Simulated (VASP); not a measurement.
# Si6Ru (P1) in VASP: relaxation of cell and atoms with PBE

Aim: the relaxation of cell and atoms of Si6Ru with PBE.

All numbers are computed with VASP 6.6.1; they aren't measurements. Logs are shortened: lines on timing, memory, paths and dates and some standing lists are left out, and cuts for length are marked.

**1. The cell of the first run**

The typed cell holds 7 atoms: a = 3.866 Å, b = 3.859 Å, c = 7.879 Å, α = 89.57°, β = 90.09°, γ = 89.78°.

**2. Relaxation of cell and atoms, PBE**

INCAR

```
PREC     = Accurate       # precision mode
ENCUT    = 600            # plane-wave cutoff, eV
EDIFF    = 1E-7           # SCF threshold, eV
ISMEAR   = 0              # smearing method
SIGMA    = 0.2            # smearing width, eV
LREAL    = F              # projectors in reciprocal space
LASPH    = T              # aspherical terms in the spheres
NELM     = 80             # most SCF steps
ALGO     = Normal         # electronic algorithm
ISIF     = 3              # what is computed and relaxed
LWAVE    = F              # write WAVECAR
LCHARG   = F              # write CHGCAR
GGA      = PE             # functional
IBRION   = 2              # ionic algorithm
NSW      = 80             # ionic steps
EDIFFG   = -0.025         # ionic threshold
```

KPOINTS

```
regular mesh
0
Gamma
  6 6 4
```

POSCAR

```
Si6Ru
1.0
    3.8663199553      0.0074771985     -0.0031029198
    0.0074771985      3.8594619306      0.0144817299
   -0.0063443299      0.0296098116      7.8785117193
Si Ru
6 1
Direct
   -0.0137628962      0.5168237569      0.5036904147
    0.5045846081     -0.0079884095      0.4987390820
   -0.0110799568      0.4968600658      0.8031881156
    0.4995718570      0.0066867667      0.8102662333
    0.0206456070      0.5028026878      0.1905818923
    0.4823617391     -0.0114570948      0.1827736846
    0.0176790418     -0.0037277728      0.0107605776
```

Potentials or basis: VASP PAW PBE potentials, release 64 (Si, Ru_pv).

Launch:

```sh
$ cat potpaw_PBE.64/Si/POTCAR potpaw_PBE.64/Ru_pv/POTCAR > POTCAR
$ mpirun -np 1 vasp_std > vasp.out
```

OUTCAR:

```text
PREC = Accurate
   ENCUT = 600
   EDIFF = 1E-7
   ISMEAR = 0
   LREAL = F
   LASPH = T
   NELM = 80
   ISIF = 3
   GGA = PE
   IBRION = 2
   NSW = 80
   EDIFFG = -0.025

 ion  position               nearest neighbor table
   1  0.986  0.517  0.504-   3 2.36   5 2.47   2 2.61   2 2.72   2 2.76   2 2.84
   2  0.505  0.992  0.499-   4 2.46   6 2.49   1 2.61   1 2.72   1 2.76   1 2.84
   3  0.989  0.497  0.803-   1 2.36   7 2.52   7 2.54   4 2.68   4 2.73   4 2.73   4 2.79   5 3.05

   4  0.500  0.007  0.810-   7 2.44   2 2.46   7 2.55   3 2.68   3 2.73   3 2.73   3 2.79   6 2.94

   5  0.021  0.503  0.191-   7 2.37   7 2.42   1 2.47   6 2.59   6 2.67   6 2.80   6 2.88   3 3.05

   6  0.482  0.989  0.183-   7 2.25   7 2.48   2 2.49   5 2.59   5 2.67   5 2.80   5 2.88   4 2.94

   7  0.018  0.996  0.011-   6 2.25   5 2.37   5 2.42   4 2.44   6 2.48   3 2.52   3 2.54   4 2.55

  LATTYP: Found a triclinic cell.
 ALAT       =     3.8594963431
 B/A-ratio  =     2.2798580218
 C/A-ratio  =     1.0017702018
 COS(alpha) =     0.0002636099
 COS(beta)  =     0.0038682454
 COS(gamma) =     0.4453471338

  Lattice vectors:

 A1 = (   0.0074771985,   3.8594619306,   0.0144817299)
 A2 = (   0.0011328686,   3.8890717422,   7.8929934492)
 A3 = (   3.8663199553,   0.0074771985,  -0.0031029198)

Analysis of symmetry for initial positions (statically):
=====================================================================
 Subroutine PRICEL returns:
 Original cell was already a primitive cell.

 Routine SETGRP: Setting up the symmetry group for a
 triclinic supercell.

 Subroutine GETGRP returns: Found  1 space group operations
 (whereof  1 operations were pure point group operations)
 out of a pool of  2 trial point group operations.

The static configuration has the point symmetry C_1 .

Analysis of symmetry for dynamics (positions and initial velocities):
=====================================================================
 Subroutine PRICEL returns:
 Original cell was already a primitive cell.

 Routine SETGRP: Setting up the symmetry group for a
 triclinic supercell.

 Subroutine GETGRP returns: Found  1 space group operations
 (whereof  1 operations were pure point group operations)
 out of a pool of  2 trial point group operations.

The dynamic configuration has the point symmetry C_1 .

 Subroutine INISYM returns: Found  1 space group operations
 (whereof  1 operations are pure point group operations),
 and found     1 'primitive' translations

----------------------------------------------------------------------------------------

                                     Primitive cell

  volume of cell :     117.5603

  direct lattice vectors                    reciprocal lattice vectors
     3.866319955  0.007477198 -0.003102920     0.258645021 -0.000501879  0.000210165
     0.007477198  3.859461931  0.014481730    -0.000501879  0.259108103 -0.000974210
    -0.006344330  0.029609812  7.878511719     0.000102789 -0.000476472  0.126929399

  length of vectors
     3.866328431  3.859496343  7.878569915     0.258645593  0.259110421  0.126930335

  position of ions in fractional coordinates (direct lattice)
     0.986237104  0.516823757  0.503690415
     0.504584608  0.992011590  0.498739082
     0.988920043  0.496860066  0.803188116
     0.499571857  0.006686767  0.810266233
     0.020645607  0.502802688  0.190581892
     0.482361739  0.988542905  0.182773685
     0.017679042  0.996272227  0.010760578

  ion indices of the primitive-cell ions
   primitive index   ion index
                 1           1
                 2           2
                 3           3
                 4           4
                 5           5
                 6           6
                 7           7

----------------------------------------------------------------------------------------

 KPOINTS: regular mesh

Automatic generation of k-mesh.
 Grid dimensions read from file:
 generate k-points for:    6    6    4

 Generating k-lattice:

  Cartesian coordinates                     Fractional coordinates (reciprocal lattice)
     0.043107503 -0.000083647  0.000035028     0.166666667  0.000000000  0.000000000
    -0.000083647  0.043184684 -0.000162368     0.000000000  0.166666667 -0.000000000
     0.000025697 -0.000119118  0.031732350    -0.000000000  0.000000000  0.250000000

  Length of vectors
     0.043107599  0.043185070  0.031732584

  Shift w.r.t. Gamma in fractional coordinates (k-lattice)
     0.000000000  0.000000000  0.000000000

 Subroutine IBZKPT returns following result:
 ===========================================

 Found     76 irreducible k-points:

 Following reciprocal coordinates:
            Coordinates               Weight
  0.000000  0.000000  0.000000      1.000000
  0.166667  0.000000 -0.000000      2.000000
  0.333333  0.000000  0.000000      2.000000
  0.500000  0.000000 -0.000000      1.000000
 -0.000000  0.166667 -0.000000      2.000000
  0.166667  0.166667 -0.000000      2.000000
[... 16 lines left out ...]
  0.333333  0.000000  0.250000      2.000000
  0.500000  0.000000  0.250000      2.000000
 [... further k-points ...]
   k-points           NKPTS =     76   k-points in BZ     NKDIM =     76   number of bands    NBANDS=     23
   number of dos      NEDOS =    301   number of ions     NIONS =      7
   total plane-waves  NPLWV =  65536
   dimension x,y,z NGX =    32 NGY =   32 NGZ =   64
   dimension x,y,z NGXF=    64 NGYF=   64 NGZF=  128
   ions per type =               6   1
   NGX,Y,Z   is equivalent  to a cutoff of  13.76, 13.78, 13.50 a.u.
   NGXF,Y,Z  is equivalent  to a cutoff of  27.52, 27.57, 27.01 a.u.
 SYSTEM =  unknown system
   PREC   = accura    normal or accurate (medium, high low for compatibility)
   ISTART =      0    job   : 0-new  1-cont  2-samecut
   ICHARG =      2    charge: 1-file 2-atom 10-const
   ISPIN  =      1    spin polarized calculation?
   LNONCOLLINEAR =      F non collinear calculations
   LSORBIT =      F    spin-orbit coupling
   LASPH  =      T    aspherical Exc in radial PAW
   ENCUT  =  600.0 eV  44.10 Ry    6.64 a.u.   7.72  7.71 15.74*2*pi/ulx,y,z
   NELM   =     80;   NELMIN=  2; NELMDL= -5     # of ELM steps
   EDIFF  = 0.1E-06   stopping-criterion for ELM
   LREAL  =      F    real-space projection
   EDIFFG = -.3E-01   stopping-criterion for IOM
   NSW    =     80    number of steps for IOM
   IBRION =      2    ionic relax: 0-MD 1-quasi-New 2-CG
   NFREE  =      1    steps in history (QN), initial steepest desc. (CG)
   ISIF   =      3    stress and relaxation
   ISYM   =      2    0-nonsym 1-usesym 2-fastsym
   POTIM  = 0.5000    time-step for ionic-motion
   TEBEG  =    0.0;   TEEND  =   0.0 temperature during run
   PSTRESS=    0.0 pullay stress
   NELECT =      38.0000    total number of electrons
   NUPDOWN=      -1.0000    fix difference up-down
   EMIN   =  10.00;   EMAX   =-10.00  energy-range for DOS
   EFERMI =   0.00;   METHOD = LEGACY
   ISMEAR =     0;   SIGMA  =   0.20  broadening in eV -4-tet -1-fermi 0-gaus
   EFERMI_NEDOS =   21; number of points for ismear=-14 and -15
   IALGO  =     38    algorithm
   IMIX   =      4    mixing-type and parameters
     AMIX     =   0.40;   BMIX     =  1.00
     AMIX_MAG =   1.60;   BMIX_MAG =  1.00
  volume/ion in A,a.u.               =      16.79       113.33
  Fermi-wavevector in a.u.,A,eV,Ry     =   1.123524  2.123153 17.174727  1.262307
  Thomas-Fermi vector in A             =   2.260191
   LORBIT       =      0    0 simple, 1 ext, 2 COOP (PROOUT), +10 PAW based schemes
   GGA     = PE    functional components
   LHFCALC =     F    Hartree Fock is set to
   AEXX    =    0.0000 exact exchange contribution
   IVDW    =     0    specifies the selected vdW correction
   LEPSILON=     F    determine dielectric tensor
   LRPA    =     F    only Hartree local field effects (RPA)
 conjugate gradient relaxation of ions
 non-spin polarized calculation
 Gauss-broadening in eV      SIGMA  =   0.20
  energy-cutoff  :      600.00
  volume of cell :      117.56
 maximum number of plane-waves:      3944
   NGX = 15   NGY = 15   NGZ = 31

--------------------------------------- Ionic step        1  -------------------------------------------

 number of electron      38.0000003 magnetization

 Free energy of the ion-electron system (eV)
  ---------------------------------------------------
  ext. energy  EPLUGINS =         0.00000000
  ---------------------------------------------------
  free energy    TOTEN  =       -40.94667556 eV

  energy without entropy =      -40.89108750  energy(sigma->0) =      -40.91888153

------------------------ aborting loop because EDIFF is reached ----------------------------------------

  FORCE on cell =-STRESS in cart. coord.  units (eV):
  Direction    XX          YY          ZZ          XY          YZ          ZX
  --------------------------------------------------------------------------------------
  -------------------------------------------------------------------------------------
  Total       -1.1444550     -2.8816809     -3.8351826     -0.1192418     -0.8589309      1.5115499
  in kB      -15.5972706    -39.2731526    -52.2680061     -1.6250931    -11.7059894     20.6002441
  external PRESSURE =     -35.7128098 kB  Pullay stress =       0.0000000 kB
[... 104 lines left out ...]
  FREE ENERGIE OF THE ION-ELECTRON SYSTEM (eV)
  ---------------------------------------------------
  free  energy   TOTEN  =       -41.2320001459 eV

  energy  without entropy=      -41.1842828449  energy(sigma->0) =      -41.20814150

[... ionic steps 4 to 51 ...]

--------------------------------------- Ionic step       52  -------------------------------------------

 number of electron      38.0000004 magnetization

------------------------ aborting loop because EDIFF is reached ----------------------------------------
[... 77 lines left out ...]
--------------------------------------- Ionic step       54  -------------------------------------------

 number of electron      38.0000004 magnetization

 Free energy of the ion-electron system (eV)
  ---------------------------------------------------
  ext. energy  EPLUGINS =         0.00000000
  ---------------------------------------------------
  free energy    TOTEN  =       -41.84299924 eV

  energy without entropy =      -41.80733712  energy(sigma->0) =      -41.82516818

 E-fermi :   8.0609     XC(G=0): -10.6861

 val. band max:        8.0281681004   @ k =   0.3333   0.3333   0.2500
 cond. band min:       8.0619989020   @ k =  -0.0000   0.1667   0.5000
 fundamental gap:      0.0338308016
 Fermi energy:         8.0608763310

 k-point     1 :       0.0000    0.0000    0.0000
  band No.  band energies     occupation
      1     -34.5078      2.00000
      2     -34.4869      2.00000
      3     -34.3895      2.00000
      4      -4.4513      2.00000
      5      -2.1364      2.00000
      6      -1.7490      2.00000
[... 613 lines left out ...]
     22       9.9363      0.00000
     23      10.2139      0.00000

 [... further k-points ...]

------------------------ aborting loop because EDIFF is reached ----------------------------------------

  FORCE on cell =-STRESS in cart. coord.  units (eV):
  Direction    XX          YY          ZZ          XY          YZ          ZX
  --------------------------------------------------------------------------------------
  -------------------------------------------------------------------------------------
  Total        0.0443998     -0.0127779      0.0374961      0.0072805      0.0259953      0.0324268
  in kB        0.6097292     -0.1754754      0.5149226      0.0999805      0.3569862      0.4453082
  external PRESSURE =       0.3163922 kB  Pullay stress =       0.0000000 kB
[... 22 lines left out ...]
  FREE ENERGIE OF THE ION-ELECTRON SYSTEM (eV)
  ---------------------------------------------------
  free  energy   TOTEN  =       -41.8429992394 eV

  energy  without entropy=      -41.8073371186  energy(sigma->0) =      -41.82516818

 reached required accuracy - stopping structural energy minimisation
```

Wall time 58 min (1 thread of AMD EPYC 9R45 (Zen 5), shared host); peak memory 0.38 GiB.

Results:

- Free energy: -41.8430 eV
- Relaxed volume: 16.67 Å³/atom
- Relaxed cell: a = 3.665 Å, b = 4.296 Å, c = 7.409 Å, α = 90.02°, β = 89.96°, γ = 90.02°
- Space group after relaxing (to 0.1 Å): Pmm2 (No. 25)
- Energy gained by relaxing: 128.0 meV/atom
- Ionic steps: 54
- Pressure after relaxing: 0.0 GPa
- Largest force after relaxing: 0.024 eV/Å
- Band gap on the k mesh: zero (bands 19 and 20 overlap by 1.43 eV)

Forces on the atoms (eV/Å):
```
Si   0.009 -0.001  0.005
Si   0.009  0.008  0.002
Si  -0.009  0.000 -0.010
Si  -0.021 -0.002  0.012
Si   0.011  0.004 -0.003
Si   0.010 -0.015 -0.005
Ru  -0.007  0.006 -0.001
```

Step by step:
```tsv
step	energy change (eV)	largest force (eV/Å)	pressure (GPa)	volume (Å³)
1	0.0000	2.1550	-3.57	117.56
3	-0.2853	0.4434	0.75	112.38
5	-0.3100	0.3018	-0.50	113.41
7	-0.3360	0.3735	1.43	112.18
9	-0.3566	0.3711	0.64	113.30
11	-0.3656	0.2740	0.15	113.93
13	-0.3876	0.2356	-0.10	114.71
15	-0.3996	0.2408	0.67	114.53
17	-0.4277	0.3107	-0.32	116.23
19	-0.4602	0.3537	-1.65	118.19
21	-0.4844	0.5182	-0.04	117.68
23	-0.5015	0.3964	-0.26	117.55
25	-0.5423	0.5622	2.90	114.96
27	-0.5595	0.4764	1.83	115.77
29	-0.6332	0.5403	-0.33	117.76
31	-0.7602	0.4744	-1.07	118.32
33	-0.7773	0.5417	-1.27	118.49
35	-0.8478	0.4556	0.86	116.07
37	-0.8721	0.2444	-0.82	117.39
39	-0.8813	0.1012	0.36	116.30
41	-0.8852	0.1099	-0.31	116.93
43	-0.8888	0.0993	0.25	116.44
45	-0.8911	0.0730	-0.26	116.88
47	-0.8924	0.0583	0.21	116.44
49	-0.8942	0.0727	-0.16	116.75
51	-0.8955	0.0445	0.16	116.48
53	-0.8960	0.0336	-0.12	116.77
54	-0.8963	0.0244	0.03	116.67
```

Final structure:
```
Si Ru
1.0
     3.66510    0.00264    0.00001
    -0.00433    4.29632   -0.00108
     0.00475   -0.00077    7.40921
Si Ru
6 1
Direct
  0.99685 0.55206 0.50007
  0.49717 0.89152 0.49985
  0.00396 0.46773 0.82170
  0.50253 0.09228 0.79634
  0.99907 0.46805 0.17853
  0.49960 0.09295 0.20351
  0.00081 0.93540 0.00000
```

The gap in the log of VASP goes by the Fermi energy; the results here count the filled bands.